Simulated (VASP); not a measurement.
## BP: single point with r2SCAN

Crystal: BP.

```
B P
1.0
     0.00000    2.23429    2.23429
     2.23429    0.00000    2.23429
     2.23429    2.23429    0.00000
B P
1 1
Direct
  0.00000 0.00000 0.00000
  0.25000 0.25000 0.25000
```

This cell differs from its parent crystal: strain -1.5%.

```yaml
Program: VASP 6.6.1
Task: single point
Functional: r2SCAN
Potentials_or_basis: VASP PAW PBE potentials, release 64 (B, P)
Cutoff: 520 eV
k_mesh: 10 × 10 × 10
Occupations: gaussian, width 0.01 eV
Spin: no spin polarisation
```

The pressure is 7.8 GPa and the band gap on the k mesh is 1.38 eV, indirect (least direct gap 3.71 eV).

Levels at points of the mesh, in eV from the valence-band top:
```csv
k point,band 1,band 2,band 3,band 4,band 5,band 6,band 7,band 8,band 9
"(0.00, 0.00, 0.00)",-16.69,0.00,0.00,0.00,3.71,3.71,3.71,8.76,12.77
"(0.50, 0.00, 0.00)",-13.02,-9.85,-1.92,-1.92,4.43,5.06,5.06,11.10,15.80
"(0.50, 0.50, 0.00)",-11.27,-9.38,-4.52,-4.52,1.45,1.87,13.52,13.52,17.01
```

Run time: 15 s on 1 thread of Intel(R) Xeon(R) 6975P-C (Granite Rapids), on a shared host, peak memory 0.14 GiB.

Caveat: the cell differs from its parent crystal (strain -1.5%); the PAW data sets were made with another functional, which shifts forces and pressure a little. A k mesh can miss the band edges.
